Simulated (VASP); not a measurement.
# MgS (P-6m2) in VASP: notebook

The runs below take MgS through single point, with PBE-based screened hybrid with 25 % exact exchange, r2SCANh, r2SCAN50.

Everything below comes from runs of VASP 6.6.1. Logs are shortened: lines on timing, memory, paths and dates and some standing lists are left out, and cuts for length are marked.

**1. The cell of the first run**

It takes space group P-6m2 (No. 187, hexagonal). The conventional cell has a = 3.611 Å, b = 3.611 Å, c = 3.305 Å, α = 90.00°, β = 90.00°, γ = 120.00°. Mg (site symmetry -6m2) has 6 S at 2.66 Å and 8 Mg at 3.31 to 3.61 Å within 3.7 Å. S (site symmetry -6m2) has 6 Mg at 2.66 Å and 8 S at 3.31 to 3.61 Å within 3.7 Å.

**2. Single point, PBE-based screened hybrid with 25 % exact exchange**

Contents of POSCAR:

```
MgS
1.0
    3.6109100000      0.0000000000      0.0000000000
   -1.8054500000      3.1271400000      0.0000000000
    0.0000000000      0.0000000000      3.3052600000
Mg S
1 1
Direct
    0.0000000000      0.0000000000      0.5000000000
    0.6666700000      0.3333300000      0.0000000000
```

Contents of INCAR.step1:

```
PREC = Accurate
ENCUT = 520
EDIFF = 1E-5
ISMEAR = -1
SIGMA = 0.05
LREAL = F
LASPH = T
NELM = 100
ALGO = Normal
ISIF = 2
LWAVE = T
NBANDS = 11
GGA = PE
```

Contents of INCAR.step2:

```
PREC = Accurate
ENCUT = 520
EDIFF = 1E-6
ISMEAR = -1
SIGMA = 0.05
LREAL = F
LASPH = T
NELM = 100
ALGO = Normal
ISIF = 2
LWAVE = F
LCHARG = T
GGA = PE
LHFCALC = T
AEXX = 0.25
HFSCREEN = 0.3
PRECFOCK = Normal
LELF = T
LVHAR = T
NBANDS = 11
ISTART = 1
```

Contents of KPOINTS:

```
regular mesh
0
Gamma
  5 5 4
```

Potentials or basis: VASP PAW PBE potentials, release 64 (Mg, S).

The run is started by

```
$ cat potpaw_PBE.64/Mg/POTCAR potpaw_PBE.64/S/POTCAR > POTCAR
$ cp INCAR.step1 INCAR
$ mpirun -np 1 vasp_std > vasp.out
$ cp INCAR.step2 INCAR
$ mpirun -np 1 vasp_std > vasp.out
```

OUTCAR:

```text
PREC = Accurate
   ENCUT = 520
   EDIFF = 1E-6
   ISMEAR = -1
   LREAL = F
   LASPH = T
   NELM = 100
   ISIF = 2
   GGA = PE
   LHFCALC = T
   AEXX = 0.25
   HFSCREEN = 0.3
   PRECFOCK = Normal
   ISTART = 1

 ion  position               nearest neighbor table
   1  0.000  0.000  0.500-   2 2.66   2 2.66   2 2.66   2 2.66   2 2.66   2 2.66
   2  0.667  0.333  0.000-   1 2.66   1 2.66   1 2.66   1 2.66   1 2.66   1 2.66

  LATTYP: Found a hexagonal cell.
 ALAT       =     3.6109100000
 C/A-ratio  =     0.9153537474

  Lattice vectors:

 A1 = (   3.6109100000,   0.0000000000,   0.0000000000)
 A2 = (  -1.8054500000,   3.1271400000,   0.0000000000)
 A3 = (   0.0000000000,   0.0000000000,   3.3052600000)

Analysis of symmetry for initial positions (statically):
=====================================================================
 Subroutine PRICEL returns:
 Original cell was already a primitive cell.

 Routine SETGRP: Setting up the symmetry group for a
 hexagonal supercell.

 Subroutine GETGRP returns: Found  4 space group operations
 (whereof  4 operations were pure point group operations)
 out of a pool of 24 trial point group operations.

The static configuration has the point symmetry C_2v.

Analysis of symmetry for dynamics (positions and initial velocities):
=====================================================================
 Subroutine PRICEL returns:
 Original cell was already a primitive cell.

 Routine SETGRP: Setting up the symmetry group for a
 hexagonal supercell.

 Subroutine GETGRP returns: Found  4 space group operations
 (whereof  4 operations were pure point group operations)
 out of a pool of 24 trial point group operations.

The dynamic configuration has the point symmetry C_2v.

 Subroutine INISYM returns: Found  4 space group operations
 (whereof  4 operations are pure point group operations),
 and found     1 'primitive' translations

----------------------------------------------------------------------------------------

                                     Primitive cell

  volume of cell :      37.3224

  direct lattice vectors                    reciprocal lattice vectors
[... 92 lines left out ...]
   NFREE  =      0    steps in history (QN), initial steepest desc. (CG)
   ISIF   =      2    stress and relaxation
   ISYM   =      3    0-nonsym 1-usesym 2-fastsym
   POTIM  = 0.5000    time-step for ionic-motion
   TEBEG  =    0.0;   TEEND  =   0.0 temperature during run
   PSTRESS=    0.0 pullay stress
   NELECT =       8.0000    total number of electrons
   NUPDOWN=      -1.0000    fix difference up-down
   EMIN   =  10.00;   EMAX   =-10.00  energy-range for DOS
   EFERMI =   0.00;   METHOD = LEGACY
   ISMEAR =    -1;   SIGMA  =   0.05  broadening in eV -4-tet -1-fermi 0-gaus
   EFERMI_NEDOS =   21; number of points for ismear=-14 and -15
   IALGO  =     38    algorithm
   IMIX   =      1    mixing-type and parameters
     AMIX     =   0.40;   BMIX     =  1.00
     AMIX_MAG =   1.60;   BMIX_MAG =  1.00
  volume/ion in A,a.u.               =      18.66       125.93
  Fermi-wavevector in a.u.,A,eV,Ry     =   0.979749  1.851458 13.060350  0.959909
  Thomas-Fermi vector in A             =   2.110626
   LORBIT       =      0    0 simple, 1 ext, 2 COOP (PROOUT), +10 PAW based schemes
   GGA     = PE    functional components
   LHFCALC =     T    Hartree Fock is set to
   PRECFOCK=normal    Normal, Fast or Accurate (Low or Medium for compatibility)
   ENCUT4O =  -1.0   cutoff for four orbital integrals eV
   NKREDX  =     1    reduce k-point grid by
   NKREDY  =     1    reduce k-point grid by
   NKREDZ  =     1    reduce k-point grid by
   AEXX    =    0.2500 exact exchange contribution
   HFSCREEN=    0.3000 screening length (either q_TF or 0.3 A-1)
   HFSCREENC=   0.3000 screening length for correlation (either q_TF or 0.3 A-1)
   ENCUTFOCK=  -1.0 apply spherical cutoff to Coloumb kernel
   IVDW    =     0    specifies the selected vdW correction
   LEPSILON=     F    determine dielectric tensor
   LRPA    =     F    only Hartree local field effects (RPA)
 non-spin polarized calculation
  energy-cutoff  :      520.00
  volume of cell :       37.32
 maximum number of plane-waves:      1032
  NGX = 24; NGY = 24; NGZ = 20

 number of electron       8.0000000 magnetization

 Free energy of the ion-electron system (eV)
  ---------------------------------------------------
  ext. energy  EPLUGINS =         0.00000000
  ---------------------------------------------------
  free energy    TOTEN  =        -9.08946785 eV

  energy without entropy =       -9.08946785  energy(sigma->0) =       -9.08946785

 E-fermi :   4.6033     XC(G=0):  -7.9702

 val. band max:        3.4785555952   @ k =   0.4000   0.4000   0.0000
 cond. band min:       5.7115609477   @ k =   0.4000   0.0000   0.5000
 fundamental gap:      2.2330053525
 Fermi energy:         4.6032501855

 k-point     1 :       0.0000    0.0000    0.0000
  band No.  band energies     occupation
      1     -10.7886      2.00000
      2       2.6484      2.00000
      3       2.6485      2.00000
      4       2.6848      2.00000
      5       6.2960      0.00000
      6       9.6640      0.00000
      7      11.4223      0.00000
      8      11.4224      0.00000
      9      15.5712      0.00000
     10      18.5101      0.00000
     11      18.6397      0.00000
[... 309 lines left out ...]
 k-point    24 :       0.2000    0.2000    0.5000
  band No.  band energies     occupation
      1      -8.8766      2.00000
      2      -1.4603      2.00000
      3       0.4242      2.00000
      4       2.0663      2.00000
      5       6.6585      0.00000
      6       9.1578      0.00000
      7      11.8425      0.00000
      8      13.3530      0.00000
      9      15.4780      0.00000
     10      17.2951      0.00000
     11      18.4188      0.00000

 [... further k-points ...]
[... 5 lines left out ...]
  --------------------------------------------------------------------------------------
  -------------------------------------------------------------------------------------
  Total       -0.3273571     -0.3273671     -0.3043493     -0.0000091      0.0000000      0.0000000
  in kB      -14.0527969    -14.0532242    -13.0651150     -0.0003909      0.0000000      0.0000000
  external PRESSURE =     -13.7237120 kB  Pullay stress =       0.0000000 kB

 VOLUME and BASIS-vectors are now :
 -----------------------------------------------------------------------------
  energy-cutoff  :      520.00
  volume of cell :       37.32
      direct lattice vectors                 reciprocal lattice vectors
     3.610910000  0.000000000  0.000000000     0.276938500  0.159890064  0.000000000
    -1.805450000  3.127140000  0.000000000     0.000000000  0.319781014  0.000000000
     0.000000000  0.000000000  3.305260000     0.000000000  0.000000000  0.302548060

 POSITION                                       TOTAL-FORCE (eV/Angst)
 -----------------------------------------------------------------------------------
      0.00000      0.00000      1.65263         0.000038     -0.000022      0.000000
      1.80547      1.04237      0.00000        -0.000038      0.000022      0.000000
 -----------------------------------------------------------------------------------
    total drift:                               -0.000005     -0.000007     -0.000000

  FREE ENERGIE OF THE ION-ELECTRON SYSTEM (eV)
  ---------------------------------------------------
  free  energy   TOTEN  =        -9.0894678456 eV

  energy  without entropy=       -9.0894678455  energy(sigma->0) =       -9.08946785
```

OUTCAR.step1:

```text
PREC = Accurate
   ENCUT = 520
   EDIFF = 1E-5
   ISMEAR = -1
   LREAL = F
[... 558 lines left out ...]
      0.00000      0.00000      1.65263         0.000041     -0.000024      0.000000
      1.80547      1.04237      0.00000        -0.000041      0.000024      0.000000
 -----------------------------------------------------------------------------------
    total drift:                               -0.000010     -0.000007      0.000000

  FREE ENERGIE OF THE ION-ELECTRON SYSTEM (eV)
  ---------------------------------------------------
  free  energy   TOTEN  =        -7.9581695611 eV

  energy  without entropy=       -7.9581695162  energy(sigma->0) =       -7.95816954
```

Run time: 9.2 min. Hardware: 1 thread of Intel Xeon Platinum 8259CL at 2.50GHz (Skylake/Cascade Lake), shared host; peak memory 0.27 GiB.

Results:

```
Free energy            : -9.0895 eV
Pressure               : -1.4 GPa
Band gap on the k mesh : 2.23 eV (least direct gap 3.15 eV)
```

Stress tensor (GPa, compression positive):
```
-1.41  0.00  0.00
 0.00 -1.41  0.00
 0.00  0.00 -1.31
```

Levels at points of the mesh, in eV from the valence-band top:
```tsv
k point	band 2	band 3	band 4	band 5	band 6	band 7
(0.00, 0.00, 0.00)	-0.83	-0.83	-0.79	2.82	6.19	7.94
(0.00, 0.00, 0.50)	-6.11	-0.05	-0.05	6.26	7.93	9.24
```

Caveat: the k points lie up to 0.48 Å⁻¹ apart; the PAW data sets were made with another functional, which shifts forces and pressure a little; an odd mesh through Γ misses points on the zone boundary, where band edges can lie.

**3. Single point, r2SCANh**

POSCAR is that of step 2.

Contents of INCAR.step1:

```
SYSTEM = MgS
PREC = Accurate
ENCUT = 520
EDIFF = 1E-5
ISMEAR = -1
SIGMA = 0.05
LREAL = .False.
LASPH = .True.
NELM = 100
ALGO = Normal
ISIF = 2
LWAVE = .True.
NBANDS = 11
GGA = PE
```

Contents of INCAR.step2:

```
SYSTEM = MgS
PREC = Accurate
ENCUT = 520
EDIFF = 1E-6
ISMEAR = -1
SIGMA = 0.05
LREAL = .False.
LASPH = .True.
NELM = 100
ALGO = Normal
ISIF = 2
LWAVE = .False.
LCHARG = .True.
METAGGA = R2SCAN
LHFCALC = .True.
AEXX = 0.1
LMIXTAU = .True.
PRECFOCK = Normal
LELF = .True.
LVHAR = .True.
NBANDS = 11
ISTART = 1
```

Contents of KPOINTS:

```
regular mesh
0
Gamma
  5 5 4
  0 0 0
```

Potentials or basis: VASP PAW PBE potentials, release 64 (Mg, S).

The run is started by

```
$ cat potpaw_PBE.64/Mg/POTCAR potpaw_PBE.64/S/POTCAR > POTCAR
$ cp INCAR.step1 INCAR
$ mpirun -np 1 vasp_std > vasp.out
$ cp INCAR.step2 INCAR
$ mpirun -np 1 vasp_std > vasp.out
```

Wall time 12 min (1 thread of Intel Xeon Platinum 8259CL at 2.50GHz (Skylake/Cascade Lake), shared host); peak memory 0.18 GiB.

Results (log left out):

| Quantity | Value |
| --- | --- |
| Free energy | -14.9630 eV |
| Pressure | -1.6 GPa |
| Band gap on the k mesh | 2.63 eV (least direct gap 3.55 eV) |

Stress tensor (GPa, compression positive):
```
-1.69  0.00  0.00
 0.00 -1.69  0.00
 0.00  0.00 -1.37
```

Levels at points of the mesh, in eV from the valence-band top:
```csv
k point,band 1,band 2,band 3,band 4,band 5,band 6,band 7,band 8,band 9
"(0.00, 0.00, 0.00)",-14.03,-0.82,-0.82,-0.78,3.36,6.59,8.30,8.30,12.69
"(0.00, 0.00, 0.50)",-12.87,-5.98,-0.05,-0.05,6.77,8.40,9.54,9.54,10.28
```

Caveat: the k points lie up to 0.48 Å⁻¹ apart; the PAW data sets were made with another functional, which shifts forces and pressure a little; an odd mesh through Γ misses points on the zone boundary, where band edges can lie.

**4. Single point, r2SCAN50**

POSCAR is that of step 3.

Contents of INCAR.step1:

```
SYSTEM = MgS
PREC = Accurate
ENCUT = 520
EDIFF = 1E-5
ISMEAR = -1
SIGMA = 0.05
LREAL = .FALSE.
LASPH = .TRUE.
NELM = 100
ALGO = Normal
ISIF = 2
LWAVE = .TRUE.
LCHARG = .FALSE.
NBANDS = 11
GGA = PE
```

Contents of INCAR.step2:

```
SYSTEM = MgS
PREC = Accurate
ENCUT = 520
EDIFF = 1E-6
ISMEAR = -1
SIGMA = 0.05
LREAL = .FALSE.
LASPH = .TRUE.
NELM = 100
ALGO = Normal
ISIF = 2
LWAVE = .FALSE.
LCHARG = .FALSE.
METAGGA = R2SCAN
LHFCALC = .TRUE.
AEXX = 0.5
LMIXTAU = .TRUE.
PRECFOCK = Normal
NBANDS = 11
ISTART = 1
```

Contents of KPOINTS:

```
regular mesh
0
G
  5 5 4
  0 0 0
```

The run is started by

```
$ cat potpaw_PBE.64/Mg/POTCAR potpaw_PBE.64/S/POTCAR > POTCAR
$ cp INCAR.step1 INCAR
$ mpirun -np 1 vasp_std > vasp.out
$ cp INCAR.step2 INCAR
$ mpirun -np 1 vasp_std > vasp.out
```

Wall time 10 min (1 thread of Intel Xeon Platinum 8259CL at 2.50GHz (Skylake/Cascade Lake), shared host); peak memory 0.18 GiB.

It converged, with:

```
Free energy            : -15.2251 eV
Pressure               : -2.9 GPa
Band gap on the k mesh : 4.95 eV (least direct gap 5.94 eV)
```

Levels at points of the mesh, in eV from the valence-band top:
```tsv
k point	band 1	band 2	band 3	band 4	band 5	band 6	band 7	band 8	band 9
(0.00, 0.00, 0.00)	-15.82	-0.90	-0.88	-0.88	5.65	9.12	10.98	10.98	15.30
(0.00, 0.00, 0.50)	-14.53	-6.72	-0.01	-0.01	9.25	11.13	12.43	12.43	13.12
```

Caveat: the k points lie up to 0.48 Å⁻¹ apart; the PAW data sets were made with another functional, which shifts forces and pressure a little; an odd mesh through Γ misses points on the zone boundary, where band edges can lie.

**5. Overview**

```tsv
level	share of exact exchange	screening parameter	gap on the mesh (eV)	pressure (GPa)
PBE-based screened hybrid with 25 % exact exchange	0.25	0.3 1/Å	2.23	-1.4
r2SCANh	0.1	-	2.63	-1.6
r2SCAN50	0.5	-	4.95	-2.9
```

Alike in all rows: task single point; potentials or basis VASP PAW PBE potentials, release 64 (Mg, S); no spin polarisation; cell as given; k mesh 5 × 5 × 4; cutoff (eV) 520; smearing fermi-dirac 0.05 eV.

Caveats: all runs use coarse meshes; the PAW data sets were made with another functional, which shifts forces and pressure a little; an odd mesh through Γ misses points on the zone boundary, where band edges can lie.

Absolute energies hang on the potentials; compare differences alone.
